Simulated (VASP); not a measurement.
# Fe (Im-3m) in VASP: single point with PBE

Aim: the single point of Fe with PBE.

Program: VASP 6.6.1. These are calculated values, not measurements. Logs are shortened: lines on timing, memory, paths and dates and some standing lists are left out, and cuts for length are marked.

**1. The cell of the first run**

The structure is cubic, space group Im-3m (No. 229). Conventional cell: a = 2.926 Å, b = 2.926 Å, c = 2.926 Å, α = 90.00°, β = 90.00°, γ = 90.00°. Within 3.3 Å of Fe (site symmetry m-3m) lie 14 Fe at 2.53 to 2.93 Å.

**2. Single point, PBE**

INCAR reads:

```
SYSTEM = Fe
  PREC = Accurate
  ENCUT = 600
  EDIFF = 1E-6
  ISMEAR = 0
  SIGMA = 0.1
  LREAL = .False.
  LASPH = .True.
  NELM = 120
  ALGO = Normal
  ISIF = 2
  LWAVE = .False.
  LCHARG = .False.
  GGA = PE
  NBANDS = 15
  ISYM = 0
  GGA_COMPAT = .False.
```

KPOINTS reads:

```
Automatic mesh
0
Gamma
  13 11 7
  0 0 0
```

POSCAR reads:

```
Fe
1.0
    1.4630000000     -1.4630000000     -1.4630000000
   -2.9260000000      0.0000000000      0.0000000000
    0.0000000000      2.9260000000     -2.9260000000
Fe
2
Direct
    0.0000000000      0.0000000000      0.0000000000
    0.0000000000      0.5000000000      0.5000000000
```

Potentials or basis: VASP PAW PBE potentials, release 64 (Fe).

Command:

```console
> cat potpaw_PBE.64/Fe/POTCAR > POTCAR
> mpirun -np 1 vasp_std > vasp.out
```

OUTCAR:

```text
SYSTEM = Fe
   PREC = Accurate
   ENCUT = 600
   EDIFF = 1E-6
   ISMEAR = 0
   LREAL = .False.
   LASPH = .True.
   NELM = 120
   ISIF = 2
   GGA = PE
   ISYM = 0

 ion  position               nearest neighbor table
   1  0.000  0.000  0.000-   2 2.53   2 2.53   2 2.53   2 2.53   2 2.93   2 2.93   2 2.93   2 2.93

   2  0.000  0.500  0.500-   1 2.53   1 2.53   1 2.53   1 2.53   1 2.93   1 2.93   1 2.93   1 2.93

IMPORTANT INFORMATION: All symmetrisations will be switched off!
NOSYMM: (Re-)initialisation of all symmetry stuff for point group C_1.

----------------------------------------------------------------------------------------

                                     Primitive cell

  volume of cell :      25.0509

  direct lattice vectors                    reciprocal lattice vectors
     1.463000000 -1.463000000 -1.463000000     0.000000000 -0.341763500 -0.341763500
    -2.926000000  0.000000000  0.000000000    -0.341763500 -0.170881750 -0.170881750
     0.000000000  2.926000000 -2.926000000     0.000000000  0.170881750 -0.170881750

  length of vectors
     2.533990331  2.926000000  4.137988884     0.483326576  0.418573093  0.241663288

  position of ions in fractional coordinates (direct lattice)
     0.000000000  0.000000000  0.000000000
     0.000000000  0.500000000  0.500000000

  ion indices of the primitive-cell ions
   primitive index   ion index
                 1           1
                 2           2

----------------------------------------------------------------------------------------

 KPOINTS: Automatic mesh

Automatic generation of k-mesh.
 Grid dimensions read from file:
 generate k-points for:   13   11    7

 Generating k-lattice:

  Cartesian coordinates                     Fractional coordinates (reciprocal lattice)
     0.000000000 -0.026289500 -0.026289500     0.076923077  0.000000000  0.000000000
    -0.031069409 -0.015534705 -0.015534705     0.000000000  0.090909091  0.000000000
     0.000000000  0.024411679 -0.024411679     0.000000000  0.000000000  0.142857143

  Length of vectors
     0.037178967  0.038052099  0.034523327

  Shift w.r.t. Gamma in fractional coordinates (k-lattice)
     0.000000000  0.000000000  0.000000000

 -----------------------------------------------------------------------------
|                                                                             |
|           W    W    AA    RRRRR   N    N  II  N    N   GGGG   !!!           |
|           W    W   A  A   R    R  NN   N  II  NN   N  G    G  !!!           |
|           W    W  A    A  R    R  N N  N  II  N N  N  G       !!!           |
|           W WW W  AAAAAA  RRRRR   N  N N  II  N  N N  G  GGG   !            |
|           WW  WW  A    A  R   R   N   NN  II  N   NN  G    G                |
[... 81 lines left out ...]
   EFERMI_NEDOS =   21; number of points for ismear=-14 and -15
   IALGO  =     38    algorithm
   IMIX   =      4    mixing-type and parameters
     AMIX     =   0.40;   BMIX     =  1.00
     AMIX_MAG =   1.60;   BMIX_MAG =  1.00
  volume/ion in A,a.u.               =      12.53        84.53
  Fermi-wavevector in a.u.,A,eV,Ry     =   1.409853  2.664236 27.044103  1.987686
  Thomas-Fermi vector in A             =   2.531867
   LORBIT       =      0    0 simple, 1 ext, 2 COOP (PROOUT), +10 PAW based schemes
   GGA     = PE    functional components
   LHFCALC =     F    Hartree Fock is set to
   AEXX    =    0.0000 exact exchange contribution
   IVDW    =     0    specifies the selected vdW correction
   LEPSILON=     F    determine dielectric tensor
   LRPA    =     F    only Hartree local field effects (RPA)
 non-spin polarized calculation
 Gauss-broadening in eV      SIGMA  =   0.10
  energy-cutoff  :      600.00
  volume of cell :       25.05
 maximum number of plane-waves:       851
   NGX = 11   NGY = 11   NGZ = 17

 number of electron      16.0000003 magnetization

 Free energy of the ion-electron system (eV)
  ---------------------------------------------------
  ext. energy  EPLUGINS =         0.00000000
  ---------------------------------------------------
  free energy    TOTEN  =       -15.06276435 eV

  energy without entropy =      -15.01815660  energy(sigma->0) =      -15.04046048

 E-fermi :   4.9160     XC(G=0): -12.6200

 val. band max:        4.9141551477   @ k =   0.0769  -0.3636   0.2857
 cond. band min:       4.9172898812   @ k =   0.0000   0.1818   0.1429
 fundamental gap:      0.0031347335
 Fermi energy:         4.9159523642

 k-point     1 :       0.0000    0.0000    0.0000
  band No.  band energies     occupation
      1      -2.9453      2.00000
      2       0.9977      2.00000
      3       2.5277      2.00000
      4       3.5243      2.00000
      5       3.5272      2.00000
      6       3.5278      2.00000
      7       4.8531      1.62583
      8       4.8865      1.32335
      9       4.8869      1.31857
     10       5.0644      0.03579
     11       5.4433      0.00000
     12       5.9507      0.00000
     13      11.8984      0.00000
     14      22.4017      0.00000
[... 401 lines left out ...]
      2       1.9955      2.00000
      3       1.9975      2.00000
      4       2.6957      2.00000
      5       2.9633      2.00000
      6       3.7169      2.00000
      7       4.8232      1.81036
      8       4.9913      0.28684
      9       5.3243      0.00000
     10       5.3417      0.00000
     11       5.9740      0.00000
     12      12.3503      0.00000
     13      12.4482      0.00000
     14      13.9243      0.00000
     15      17.1024      0.00000

 [... further k-points ...]

------------------------ aborting loop because EDIFF is reached ----------------------------------------

  FORCE on cell =-STRESS in cart. coord.  units (eV):
  Direction    XX          YY          ZZ          XY          YZ          ZX
  --------------------------------------------------------------------------------------
  -------------------------------------------------------------------------------------
  Total       -4.9475466     -4.9094565     -4.9094583     -0.0033356     -0.0084277     -0.0033349
  in kB     -316.4298956   -313.9937715   -313.9938879     -0.2133335     -0.5390129     -0.2132882
  external PRESSURE =    -314.8058517 kB  Pullay stress =       0.0000000 kB

 VOLUME and BASIS-vectors are now :
 -----------------------------------------------------------------------------
  energy-cutoff  :      600.00
  volume of cell :       25.05
      direct lattice vectors                 reciprocal lattice vectors
     1.463000000 -1.463000000 -1.463000000     0.000000000 -0.341763500 -0.341763500
    -2.926000000  0.000000000  0.000000000    -0.341763500 -0.170881750 -0.170881750
     0.000000000  2.926000000 -2.926000000     0.000000000  0.170881750 -0.170881750

 POSITION                                       TOTAL-FORCE (eV/Angst)
 -----------------------------------------------------------------------------------
      0.00000      0.00000      0.00000        -0.000000     -0.000000      0.000000
     -1.46300      1.46300     -1.46300         0.000000      0.000000     -0.000000
 -----------------------------------------------------------------------------------
    total drift:                                0.000000      0.000000      0.000000

  FREE ENERGIE OF THE ION-ELECTRON SYSTEM (eV)
  ---------------------------------------------------
  free  energy   TOTEN  =       -15.0627643499 eV

  energy  without entropy=      -15.0181566022  energy(sigma->0) =      -15.04046048
```

Wall time 2.5 min (1 thread of AMD EPYC 7R43 (Zen 3), shared host); peak memory 0.27 GiB.

Results:

```
Free energy            : -15.0628 eV
Pressure               : -31.5 GPa
Band gap on the k mesh : zero (band 8 reaches 5.64 eV, above the bottom of band 9 at 4.28 eV)
```

Caveat: the run has no spin polarisation, though such a crystal can be magnetic.
